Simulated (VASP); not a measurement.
# PIr2 (Fm-3m) in VASP: single point with LDA

Aim: the single point of PIr2 with LDA.

Everything below comes from runs of VASP 6.6.1. Logs are shortened: lines on timing, memory, paths and dates and some standing lists are left out, and cuts for length are marked.

### 1 The cell of the first run

The structure is cubic, space group Fm-3m (No. 225). The conventional cell has a = 5.505 Å, b = 5.505 Å, c = 5.505 Å, α = 90.00°, β = 90.00°, γ = 90.00°. Within 3.1 Å of P (site symmetry m-3m) lie 8 Ir at 2.38 Å. Ir (site symmetry -43m) has 4 P at 2.38 Å and 6 Ir at 2.75 Å within 3.1 Å.

### 2 Single point, LDA

INCAR reads:

```
SYSTEM = PIr2
PREC = Accurate
ENCUT = 560
EDIFF = 1E-6
ISMEAR = 0
SIGMA = 0.1
LREAL = .False.
LASPH = .True.
NELM = 120
ALGO = Normal
ISIF = 2
LWAVE = .False.
LCHARG = .False.
GGA = CA
NBANDS = 26
GGA_COMPAT = .False.
```

KPOINTS reads:

```
regular mesh
0
Gamma
  14 14 14
  0 0 0
```

POSCAR reads:

```
PIr2
1.0
    0.0000000000      2.7527110166      2.7527110166
    2.7527110166      0.0000000000      2.7527110166
    2.7527110166      2.7527110166      0.0000000000
P Ir
1 2
Direct
    0.0000000000      0.0000000000      0.0000000000
    0.2500000000      0.2500000000      0.2500000000
    0.7500000000      0.7500000000      0.7500000000
```

Potentials or basis: VASP PAW LDA potentials, release 64 (P, Ir_sv_GW).

The run is started by

```sh
cat potpaw_LDA.64/P/POTCAR potpaw_LDA.64/Ir_sv_GW/POTCAR > POTCAR
mpirun -np 1 vasp_std > vasp.out
```

OUTCAR:

```text
SYSTEM = PIr2
   PREC = Accurate
   ENCUT = 560
   EDIFF = 1E-6
   ISMEAR = 0
   LREAL = .False.
   LASPH = .True.
   NELM = 120
   ISIF = 2
   GGA = CA

 ion  position               nearest neighbor table
   1  0.000  0.000  0.000-   2 2.38   3 2.38   3 2.38   3 2.38   3 2.38   2 2.38   2 2.38   2 2.38

   2  0.250  0.250  0.250-   1 2.38   1 2.38   1 2.38   1 2.38   3 2.75   3 2.75   3 2.75   3 2.75
                             3 2.75   3 2.75
   3  0.750  0.750  0.750-   1 2.38   1 2.38   1 2.38   1 2.38   2 2.75   2 2.75   2 2.75   2 2.75
                             2 2.75   2 2.75

  LATTYP: Found a face centered cubic cell.
 ALAT       =     5.5054220332

  Lattice vectors:

 A1 = (   0.0000000000,   2.7527110166,   2.7527110166)
 A2 = (   2.7527110166,   0.0000000000,   2.7527110166)
 A3 = (   2.7527110166,   2.7527110166,   0.0000000000)

Analysis of symmetry for initial positions (statically):
=====================================================================
 Subroutine PRICEL returns:
 Original cell was already a primitive cell.

 Routine SETGRP: Setting up the symmetry group for a
 face centered cubic supercell.

 Subroutine GETGRP returns: Found 48 space group operations
 (whereof 48 operations were pure point group operations)
 out of a pool of 48 trial point group operations.

The static configuration has the point symmetry O_h .

Analysis of symmetry for dynamics (positions and initial velocities):
=====================================================================
 Subroutine PRICEL returns:
 Original cell was already a primitive cell.

 Routine SETGRP: Setting up the symmetry group for a
 face centered cubic supercell.

 Subroutine GETGRP returns: Found 48 space group operations
 (whereof 48 operations were pure point group operations)
 out of a pool of 48 trial point group operations.

The dynamic configuration has the point symmetry O_h .

 Subroutine INISYM returns: Found 48 space group operations
 (whereof 48 operations are pure point group operations),
 and found     1 'primitive' translations

----------------------------------------------------------------------------------------

                                     Primitive cell

  volume of cell :      41.7169

  direct lattice vectors                    reciprocal lattice vectors
     0.000000000  2.752711017  2.752711017    -0.181639118  0.181639118  0.181639118
     2.752711017  0.000000000  2.752711017     0.181639118 -0.181639118  0.181639118
     2.752711017  2.752711017  0.000000000     0.181639118  0.181639118 -0.181639118

  length of vectors
     3.892921253  3.892921253  3.892921253     0.314608180  0.314608180  0.314608180

  position of ions in fractional coordinates (direct lattice)
     0.000000000  0.000000000  0.000000000
     0.250000000  0.250000000  0.250000000
     0.750000000  0.750000000  0.750000000

  ion indices of the primitive-cell ions
   primitive index   ion index
                 1           1
                 2           2
                 3           3

----------------------------------------------------------------------------------------

 KPOINTS: regular mesh

Automatic generation of k-mesh.
 Grid dimensions read from file:
 generate k-points for:   14   14   14

 Generating k-lattice:

  Cartesian coordinates                     Fractional coordinates (reciprocal lattice)
    -0.012974223  0.012974223  0.012974223     0.071428571  0.000000000  0.000000000
     0.012974223 -0.012974223  0.012974223     0.000000000  0.071428571  0.000000000
     0.012974223  0.012974223 -0.012974223     0.000000000  0.000000000  0.071428571

  Length of vectors
     0.022472013  0.022472013  0.022472013

  Shift w.r.t. Gamma in fractional coordinates (k-lattice)
     0.000000000  0.000000000  0.000000000

 Subroutine IBZKPT returns following result:
 ===========================================

 Found    104 irreducible k-points:

 Following reciprocal coordinates:
            Coordinates               Weight
  0.000000  0.000000  0.000000      1.000000
  0.071429  0.000000  0.000000      8.000000
  0.142857  0.000000  0.000000      8.000000
  0.214286  0.000000  0.000000      8.000000
  0.285714  0.000000  0.000000      8.000000
  0.357143  0.000000  0.000000      8.000000
[... 16 lines left out ...]
  0.214286  0.142857  0.000000     24.000000
  0.285714  0.142857  0.000000     24.000000
 [... further k-points ...]
   k-points           NKPTS =    104   k-points in BZ     NKDIM =    104   number of bands    NBANDS=     26
   number of dos      NEDOS =    301   number of ions     NIONS =      3
   total plane-waves  NPLWV =  27000
   dimension x,y,z NGX =    30 NGY =   30 NGZ =   30
   dimension x,y,z NGXF=    60 NGYF=   60 NGZF=   60
   ions per type =               1   2
   NGX,Y,Z   is equivalent  to a cutoff of  12.81, 12.81, 12.81 a.u.
   NGXF,Y,Z  is equivalent  to a cutoff of  25.62, 25.62, 25.62 a.u.
 SYSTEM =  PIr2
   PREC   = accura    normal or accurate (medium, high low for compatibility)
   ISTART =      0    job   : 0-new  1-cont  2-samecut
   ICHARG =      2    charge: 1-file 2-atom 10-const
   ISPIN  =      1    spin polarized calculation?
   LNONCOLLINEAR =      F non collinear calculations
   LSORBIT =      F    spin-orbit coupling
   LASPH  =      T    aspherical Exc in radial PAW
   ENCUT  =  560.0 eV  41.16 Ry    6.42 a.u.   7.51  7.51  7.51*2*pi/ulx,y,z
   NELM   =    120;   NELMIN=  2; NELMDL= -5     # of ELM steps
   EDIFF  = 0.1E-05   stopping-criterion for ELM
   LREAL  =      F    real-space projection
   EDIFFG = 0.1E-04   stopping-criterion for IOM
   NSW    =      0    number of steps for IOM
   IBRION =     -1    ionic relax: 0-MD 1-quasi-New 2-CG
   NFREE  =      0    steps in history (QN), initial steepest desc. (CG)
   ISIF   =      2    stress and relaxation
   ISYM   =      2    0-nonsym 1-usesym 2-fastsym
   POTIM  = 0.5000    time-step for ionic-motion
   TEBEG  =    0.0;   TEEND  =   0.0 temperature during run
   PSTRESS=    0.0 pullay stress
   NELECT =      39.0000    total number of electrons
   NUPDOWN=      -1.0000    fix difference up-down
   EMIN   =  10.00;   EMAX   =-10.00  energy-range for DOS
   EFERMI =   0.00;   METHOD = LEGACY
   ISMEAR =     0;   SIGMA  =   0.10  broadening in eV -4-tet -1-fermi 0-gaus
   EFERMI_NEDOS =   21; number of points for ismear=-14 and -15
   IALGO  =     38    algorithm
   IMIX   =      4    mixing-type and parameters
     AMIX     =   0.40;   BMIX     =  1.00
     AMIX_MAG =   1.60;   BMIX_MAG =  1.00
  volume/ion in A,a.u.               =      13.91        93.84
  Fermi-wavevector in a.u.,A,eV,Ry     =   1.600758  3.024994 34.863935  2.562427
  Thomas-Fermi vector in A             =   2.697844
   LORBIT       =      0    0 simple, 1 ext, 2 COOP (PROOUT), +10 PAW based schemes
   GGA     = CA    functional components
   LHFCALC =     F    Hartree Fock is set to
   AEXX    =    0.0000 exact exchange contribution
   IVDW    =     0    specifies the selected vdW correction
   LEPSILON=     F    determine dielectric tensor
   LRPA    =     F    only Hartree local field effects (RPA)
 non-spin polarized calculation
 Gauss-broadening in eV      SIGMA  =   0.10
  energy-cutoff  :      560.00
  volume of cell :       41.72
 maximum number of plane-waves:      1283
   NGX = 15   NGY = 15   NGZ = 15

 number of electron      38.9999999 magnetization

 Free energy of the ion-electron system (eV)
  ---------------------------------------------------
  ext. energy  EPLUGINS =         0.00000000
  ---------------------------------------------------
  free energy    TOTEN  =       -29.19542371 eV

  energy without entropy =      -29.19231831  energy(sigma->0) =      -29.19387101

 E-fermi :  11.7205     XC(G=0): -13.6505

 val. band max:       11.7159982915   @ k =  -0.1429   0.0714   0.0000
 cond. band min:      11.7479514621   @ k =   0.5000   0.3571   0.1429
 fundamental gap:      0.0319531707
 Fermi energy:        11.7204756962

 k-point     1 :       0.0000    0.0000    0.0000
  band No.  band energies     occupation
      1     -80.1702      2.00000
      2     -80.1130      2.00000
      3     -37.4411      2.00000
      4     -37.4411      2.00000
      5     -37.4411      2.00000
      6     -37.1376      2.00000
[... 18 lines left out ...]
     25      16.7923      0.00000
     26      16.7923      0.00000

 k-point     2 :       0.0714    0.0000    0.0000
  band No.  band energies     occupation
      1     -80.1694      2.00000
      2     -80.1139      2.00000
      3     -37.4384      2.00000
      4     -37.4376      2.00000
      5     -37.4376      2.00000
      6     -37.1422      2.00000
[... 18 lines left out ...]
     25      17.1866      0.00000
     26      17.1866      0.00000

 k-point     3 :       0.1429    0.0000    0.0000
  band No.  band energies     occupation
      1     -80.1677      2.00000
      2     -80.1162      2.00000
      3     -37.4293      2.00000
      4     -37.4271      2.00000
      5     -37.4271      2.00000
      6     -37.1564      2.00000
[... 18 lines left out ...]
     25      17.9549      0.00000
     26      17.9549      0.00000

 k-point     4 :       0.2143    0.0000    0.0000
  band No.  band energies     occupation
      1     -80.1643      2.00000
      2     -80.1195      2.00000
      3     -37.4136      2.00000
      4     -37.4100      2.00000
      5     -37.4100      2.00000
      6     -37.1778      2.00000
[... 18 lines left out ...]
     25      18.7507      0.00000
     26      18.7507      0.00000
[... 496 lines left out ...]
      1     -80.1671      2.00000
      2     -80.1171      2.00000
      3     -37.4499      2.00000
      4     -37.4499      2.00000
      5     -37.3730      2.00000
      6     -37.2142      2.00000
[... 18 lines left out ...]
     25      18.0403      0.00000
     26      18.0403      0.00000

 k-point    23 :       0.2143    0.1429    0.0000
  band No.  band energies     occupation
      1     -80.1649      2.00000
      2     -80.1192      2.00000
      3     -37.4502      2.00000
      4     -37.4500      2.00000
      5     -37.3388      2.00000
      6     -37.2516      2.00000
[... 18 lines left out ...]
     25      18.6077      0.00000
     26      18.6438      0.00000

 k-point    24 :       0.2857    0.1429    0.0000
  band No.  band energies     occupation
      1     -80.1614      2.00000
      2     -80.1223      2.00000
      3     -37.4433      2.00000
      4     -37.4421      2.00000
      5     -37.3025      2.00000
      6     -37.2907      2.00000
[... 18 lines left out ...]
     25      19.2126      0.00000
     26      19.2498      0.00000

 [... further k-points ...]
[... 5 lines left out ...]
  --------------------------------------------------------------------------------------
  -------------------------------------------------------------------------------------
  Total       -0.1018653     -0.1018653     -0.1018653     -0.0000000      0.0000000     -0.0000000
  in kB       -3.9122352     -3.9122352     -3.9122352     -0.0000000      0.0000000     -0.0000000
  external PRESSURE =      -3.9122352 kB  Pullay stress =       0.0000000 kB

 VOLUME and BASIS-vectors are now :
 -----------------------------------------------------------------------------
  energy-cutoff  :      560.00
  volume of cell :       41.72
      direct lattice vectors                 reciprocal lattice vectors
     0.000000000  2.752711017  2.752711017    -0.181639118  0.181639118  0.181639118
     2.752711017  0.000000000  2.752711017     0.181639118 -0.181639118  0.181639118
     2.752711017  2.752711017  0.000000000     0.181639118  0.181639118 -0.181639118

 POSITION                                       TOTAL-FORCE (eV/Angst)
 -----------------------------------------------------------------------------------
      0.00000      0.00000      0.00000        -0.000000     -0.000000     -0.000000
      1.37636      1.37636      1.37636         0.000000      0.000000      0.000000
      4.12907      4.12907      4.12907        -0.000000     -0.000000      0.000000
 -----------------------------------------------------------------------------------
    total drift:                               -0.000000      0.000000      0.000000

  FREE ENERGIE OF THE ION-ELECTRON SYSTEM (eV)
  ---------------------------------------------------
  free  energy   TOTEN  =       -29.1954237117 eV

  energy  without entropy=      -29.1923183117  energy(sigma->0) =      -29.19387101
```

Run time: 100 s. Hardware: 1 thread of Intel Xeon Platinum 8259CL at 2.50GHz (Skylake/Cascade Lake), shared host; peak memory 0.24 GiB.

Results:

```yaml
Free_energy: -29.1954 eV
Pressure: -0.4 GPa
Band_gap_on_the_k_mesh: zero (an odd number of electrons rules out a gap without spin polarisation)
```

Caveat: spin-orbit coupling is left out, which moves the levels of the heavy elements.

The gap in the log of VASP goes by the Fermi energy; the results here count the filled bands.